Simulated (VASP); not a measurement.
# Au (Fm-3m) in VASP: a series of runs

Aim: see how the results for Au move with the level of theory and the settings. Levels: revPBE+D3(BJ), PBE+D3(BJ), PBE. Tasks: single point.

Program: VASP 6.6.1. These are calculated values, not measurements. Logs are shortened: lines on timing, memory, paths and dates and some standing lists are left out, and cuts for length are marked.

## 1. The cell of the first run

It takes space group Fm-3m (No. 225, cubic). The conventional cell has a = 4.077 Å, b = 4.077 Å, c = 4.077 Å, α = 90.00°, β = 90.00°, γ = 90.00°. Au (site symmetry m-3m) has 12 Au at 2.88 Å within 3.8 Å.

## 2. Single point, revPBE+D3(BJ)

The input, INCAR:

```
ALGO = Normal
EDIFF = 1E-6
ENCUT = 520
GGA = RE
ISIF = 2
ISMEAR = -1
IVDW = 12
LASPH = T
LCHARG = T
LELF = T
LREAL = F
LVHAR = T
LWAVE = F
NBANDS = 12
NELM = 100
PREC = Accurate
SIGMA = 0.1
```

The input, KPOINTS:

```
k-points
0
Gamma
  13 13 13
```

The input, POSCAR:

```
Au
1.0
    0.0000000000      2.0383877031      2.0383877031
    2.0383877031      0.0000000000      2.0383877031
    2.0383877031      2.0383877031      0.0000000000
Au
1
Direct
    0.0000000000      0.0000000000      0.0000000000
```

Potentials or basis: VASP PAW PBE potentials, release 64 (Au).

Started as:

```bash
cat potpaw_PBE.64/Au/POTCAR > POTCAR
mpirun -np 1 vasp_std > vasp.out
```

OUTCAR:

```text
EDIFF = 1E-6
   ENCUT = 520
   GGA = RE
   ISIF = 2
   ISMEAR = -1
   IVDW = 12
   LASPH = T
   LREAL = F
   NELM = 100
   PREC = Accurate
 IVDW          = 12

 ion  position               nearest neighbor table
   1  0.000  0.000  0.000-

  LATTYP: Found a face centered cubic cell.
 ALAT       =     4.0767754062

  Lattice vectors:

 A1 = (   0.0000000000,   2.0383877031,   2.0383877031)
 A2 = (   2.0383877031,   0.0000000000,   2.0383877031)
 A3 = (   2.0383877031,   2.0383877031,   0.0000000000)

Analysis of symmetry for initial positions (statically):
=====================================================================
 Subroutine PRICEL returns:
 Original cell was already a primitive cell.

 Routine SETGRP: Setting up the symmetry group for a
 face centered cubic supercell.

 Subroutine GETGRP returns: Found 48 space group operations
 (whereof 48 operations were pure point group operations)
 out of a pool of 48 trial point group operations.

The static configuration has the point symmetry O_h .

Analysis of symmetry for dynamics (positions and initial velocities):
=====================================================================
 Subroutine PRICEL returns:
 Original cell was already a primitive cell.

 Routine SETGRP: Setting up the symmetry group for a
 face centered cubic supercell.

 Subroutine GETGRP returns: Found 48 space group operations
 (whereof 48 operations were pure point group operations)
 out of a pool of 48 trial point group operations.

The dynamic configuration has the point symmetry O_h .

 Subroutine INISYM returns: Found 48 space group operations
 (whereof 48 operations are pure point group operations),
 and found     1 'primitive' translations

----------------------------------------------------------------------------------------

                                     Primitive cell

  volume of cell :      16.9391

  direct lattice vectors                    reciprocal lattice vectors
     0.000000000  2.038387703  2.038387703    -0.245291904  0.245291904  0.245291904
     2.038387703  0.000000000  2.038387703     0.245291904 -0.245291904  0.245291904
     2.038387703  2.038387703  0.000000000     0.245291904  0.245291904 -0.245291904

  length of vectors
     2.882715535  2.882715535  2.882715535     0.424858040  0.424858040  0.424858040

  position of ions in fractional coordinates (direct lattice)
[... 83 lines left out ...]
   ISIF   =      2    stress and relaxation
   ISYM   =      2    0-nonsym 1-usesym 2-fastsym
   POTIM  = 0.5000    time-step for ionic-motion
   TEBEG  =    0.0;   TEEND  =   0.0 temperature during run
   PSTRESS=    0.0 pullay stress
   NELECT =      11.0000    total number of electrons
   NUPDOWN=      -1.0000    fix difference up-down
   EMIN   =  10.00;   EMAX   =-10.00  energy-range for DOS
   EFERMI =   0.00;   METHOD = LEGACY
   ISMEAR =    -1;   SIGMA  =   0.10  broadening in eV -4-tet -1-fermi 0-gaus
   EFERMI_NEDOS =   21; number of points for ismear=-14 and -15
   IALGO  =     38    algorithm
   IMIX   =      4    mixing-type and parameters
     AMIX     =   0.40;   BMIX     =  1.00
     AMIX_MAG =   1.60;   BMIX_MAG =  1.00
  volume/ion in A,a.u.               =      16.94       114.31
  Fermi-wavevector in a.u.,A,eV,Ry     =   1.417671  2.679011 27.344886  2.009792
  Thomas-Fermi vector in A             =   2.538877
   LORBIT       =      0    0 simple, 1 ext, 2 COOP (PROOUT), +10 PAW based schemes
   GGA     = RE    functional components
   LHFCALC =     F    Hartree Fock is set to
   AEXX    =    0.0000 exact exchange contribution
   IVDW    =    12    specifies the selected vdW correction
   LEPSILON=     F    determine dielectric tensor
   LRPA    =     F    only Hartree local field effects (RPA)
 non-spin polarized calculation
  energy-cutoff  :      520.00
  volume of cell :       16.94
 maximum number of plane-waves:       471
 NGX is ok and might be reduce to    24
   NGX = 11   NGY = 11   NGZ = 11

 number of electron      10.9999999 magnetization

 Free energy of the ion-electron system (eV)
  ---------------------------------------------------
  ext. energy  EPLUGINS =         0.00000000
  ---------------------------------------------------
  free energy    TOTEN  =        -2.69388150 eV

  energy without entropy =       -2.68556749  energy(sigma->0) =       -2.68972449

 E-fermi :   9.7467     XC(G=0): -12.6943

 val. band max:        9.7268219245   @ k =   0.4615   0.3077   0.0000
 cond. band min:       9.7468113328   @ k =   0.4615   0.3846   0.0000
 fundamental gap:      0.0199894083
 Fermi energy:         9.7467012440

 k-point     1 :       0.0000    0.0000    0.0000
  band No.  band energies     occupation
      1      -0.2452      2.00000
      2       4.9165      2.00000
      3       4.9165      2.00000
      4       4.9165      2.00000
      5       6.4408      2.00000
      6       6.4408      2.00000
      7      24.1518      0.00000
      8      28.2073      0.00000
      9      28.2073      0.00000
     10      28.2073      0.00000
     11      33.1142      0.00000
     12      37.8302      0.00000
[... 331 lines left out ...]
 k-point    24 :       0.4615    0.1538    0.0000
  band No.  band energies     occupation
      1       2.8152      2.00000
      2       4.5970      2.00000
      3       5.4156      2.00000
      4       5.4282      2.00000
      5       7.6884      2.00000
      6       9.3348      1.96800
      7      14.9397      0.00000
      8      23.8825      0.00000
      9      25.0601      0.00000
     10      25.9053      0.00000
     11      34.6440      0.00000
     12      35.5790      0.00000

 [... further k-points ...]

------------------------ aborting loop because EDIFF is reached ----------------------------------------

 Edisp (eV)   -1.26957

 E8    (eV) :    -0.9008

  FORCE on cell =-STRESS in cart. coord.  units (eV):
  Direction    XX          YY          ZZ          XY          YZ          ZX
  --------------------------------------------------------------------------------------
  -------------------------------------------------------------------------------------
  Total      -0.03416    -0.03416    -0.03416    -0.00000    -0.00000     0.00000
  in kB      -3.23119    -3.23119    -3.23119    -0.00000    -0.00000     0.00000
  external pressure =       -3.23 kB  Pullay stress =        0.00 kB

 VOLUME and BASIS-vectors are now :
 -----------------------------------------------------------------------------
  energy-cutoff  :      520.00
  volume of cell :       16.94
      direct lattice vectors                 reciprocal lattice vectors
     0.000000000  2.038387703  2.038387703    -0.245291904  0.245291904  0.245291904
     2.038387703  0.000000000  2.038387703     0.245291904 -0.245291904  0.245291904
     2.038387703  2.038387703  0.000000000     0.245291904  0.245291904 -0.245291904

 POSITION                                       TOTAL-FORCE (eV/Angst)
 -----------------------------------------------------------------------------------
      0.00000      0.00000      0.00000         0.000000     -0.000000      0.000000
 -----------------------------------------------------------------------------------
    total drift:                                0.000000      0.000000     -0.000000

  FREE ENERGIE OF THE ION-ELECTRON SYSTEM (eV)
  ---------------------------------------------------
  free  energy   TOTEN  =        -3.9634536670 eV

  energy  without entropy=       -3.9551396536  energy(sigma->0) =       -3.95929666
```

Wall time 7.2 s (1 thread of Intel Xeon Platinum 8488C (Sapphire Rapids), shared host); peak memory 0.16 GiB.

What came out:

```
Free energy                : -3.9635 eV
Pressure                   : -0.3 GPa
Dispersion energy per atom : -1.270 eV
```

Caveat: the PAW data sets were made with another functional, which shifts forces and pressure a little; spin-orbit coupling is left out, which moves the levels of the heavy elements; pairwise dispersion overbinds metals, which lowers pressure and volume.

## 3. Single point, PBE+D3(BJ)

This run uses another cell than the first one, of 17.24 Å³/atom, 1.018 times its volume.

The input, INCAR:

```
SYSTEM = Au
PREC     = Accurate       ! precision mode
ENCUT    = 520            ! plane-wave cutoff, eV
EDIFF    = 1E-6           ! SCF threshold, eV
ISMEAR   = -1             ! smearing method
SIGMA    = 0.1            ! smearing width, eV
LREAL    = .False.        ! projectors in reciprocal space
LASPH    = .True.         ! aspherical terms in the spheres
NELM     = 100            ! most SCF steps
ALGO     = Normal         ! electronic algorithm
ISIF     = 2              ! what is computed and relaxed
LWAVE    = .False.        ! write WAVECAR
LCHARG   = .False.        ! write CHGCAR
GGA      = PE             ! functional
IVDW     = 12             ! dispersion correction
NBANDS   = 12             ! bands
```

The input, KPOINTS:

```
Automatic mesh
0
Gamma
  13 13 13
  0 0 0
```

The input, POSCAR:

```
Au
1.0
    0.0000000000      2.0504053612      2.0504053612
    2.0504053612      0.0000000000      2.0504053612
    2.0504053612      2.0504053612      0.0000000000
Au
1
Direct
    0.0000000000      0.0000000000      0.0000000000
```

Potentials or basis: VASP PAW PBE potentials, release 64 (Au).

Started as:

```bash
cat potpaw_PBE.64/Au/POTCAR > POTCAR
mpirun -np 1 vasp_std > vasp.out
```

Run time: 6.9 s. Hardware: 1 thread of Intel Xeon Platinum 8488C (Sapphire Rapids), shared host; peak memory 0.16 GiB.

Results (log left out):

```
Free energy                : -3.8712 eV
Pressure                   : -0.3 GPa
Dispersion energy per atom : -0.658 eV
```

Levels at points of the mesh, in eV from the Fermi level:
```tsv
k point	band 3	band 4	band 5	band 6	band 7	band 8	band 9	band 10
(0.00, 0.00, 0.00)	-4.72	-4.72	-3.24	-3.24	14.45	18.38	18.38	18.38
```

Caveat: spin-orbit coupling is left out, which moves the levels of the heavy elements; pairwise dispersion overbinds metals, which lowers pressure and volume.

## 4. Single point, PBE

This run uses another cell than the first one, of 17.96 Å³/atom, 1.060 times its volume.

The input, INCAR:

```
SYSTEM = Au
ALGO = Normal
EDIFF = 1E-7
ENCUT = 520
GGA = PE
ISIF = 2
ISMEAR = -1
LASPH = .TRUE.
LCHARG = .FALSE.
LREAL = .FALSE.
LWAVE = .FALSE.
NBANDS = 12
NELM = 80
PREC = Accurate
SIGMA = 0.1
```

The input, KPOINTS:

```
k-points
0
G
  13 13 13
  0 0 0
```

The input, POSCAR:

```
Au
1.0
    0.0000000000      2.0784050376      2.0784050376
    2.0784050376      0.0000000000      2.0784050376
    2.0784050376      2.0784050376      0.0000000000
Au
1
Direct
    0.0000000000      0.0000000000      0.0000000000
```

Started as:

```bash
cat potpaw_PBE.64/Au/POTCAR > POTCAR
mpirun -np 1 vasp_std > vasp.out
```

Wall time 7.2 s (1 thread of Intel Xeon Platinum 8488C (Sapphire Rapids), shared host); peak memory 0.15 GiB.

The run converged. Its results:

- Free energy: -3.2265 eV
- Pressure: -0.3 GPa

Levels at points of the mesh, in eV from the Fermi level:
| k point | band 3 | band 4 | band 5 | band 6 | band 7 | band 8 | band 9 | band 10 |
| --- | --- | --- | --- | --- | --- | --- | --- | --- |
| (0.00, 0.00, 0.00) | -4.52 | -4.52 | -3.14 | -3.14 | 14.49 | 18.19 | 18.19 | 18.19 |

Caveat: spin-orbit coupling is left out, which moves the levels of the heavy elements.

## 5. Overview

| level | cell | gap on the mesh (eV) | pressure (GPa) |
| --- | --- | --- | --- |
| revPBE+D3(BJ) | a = 2.883 Å, angles 60.0°, 1 atom | none | -0.3 |
| PBE+D3(BJ) | a = 2.900 Å, angles 60.0°, 1 atom | none | -0.3 |
| PBE | a = 2.939 Å, angles 60.0°, 1 atom | none | -0.3 |

Alike in all rows: task single point; potentials or basis VASP PAW PBE potentials, release 64 (Au); no spin polarisation; k mesh 13 × 13 × 13; cutoff (eV) 520; smearing fermi-dirac 0.1 eV.

Caveats: spin-orbit coupling is left out, which moves the levels of the heavy elements; pairwise dispersion overbinds metals, which lowers pressure and volume (some runs); the PAW data sets were made with another functional, which shifts forces and pressure a little (some runs).

Absolute energies hang on the potentials; compare differences alone.
